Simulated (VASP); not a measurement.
A run of VASP 6.6.1 is set up as follows.

The input INCAR:

```
SYSTEM = MnS
PREC = Accurate
ENCUT = 600
EDIFF = 1E-6
ISMEAR = -1
SIGMA = 0.05
LREAL = .False.
LASPH = .True.
NELM = 150
ALGO = Normal
ISIF = 3
LWAVE = .False.
LCHARG = .False.
ISPIN = 2
MAGMOM = 4 0
LORBIT = 11
LMAXMIX = 4
GGA = RP
IVDW = 13
IBRION = 2
NSW = 80
EDIFFG = -0.005
```

The input KPOINTS:

```
Automatic mesh
0
Gamma
  9 9 9
  0 0 0
```

The input POSCAR:

```
MnS
1.0
    0.0000000000      2.4734634191      2.4734634191
    2.4734634191      0.0000000000      2.4734634191
    2.4734634191      2.4734634191      0.0000000000
Mn S
1 1
Direct
    0.0000000000      0.0000000000      0.0000000000
    0.7500000000      0.7500000000      0.7500000000
```

Potentials or basis: VASP PAW PBE potentials, release 64 (Mn_pv, S).

Launch:

```bash
$ cat potpaw_PBE.64/Mn_pv/POTCAR potpaw_PBE.64/S/POTCAR > POTCAR
$ mpirun -np 1 vasp_std > vasp.out
```

(1) What does it give for the site moments?

(2) What does it give for the net moment?

(3) What does it give for the dispersion energy per atom?

(4) Estimate the relaxed volume.

Results:

(1) Mn +0.17; S -0.00 μB.

(2) 0.18 μB per cell.

(3) -0.993 eV.

(4) 14.59 Å³/atom.

Caveat: the PAW data sets were made with another functional, which shifts forces and pressure a little; the moment fell far below its start of 4 μB, so a state of higher moment may lie lower in energy; pairwise dispersion overbinds metals, which lowers pressure and volume.
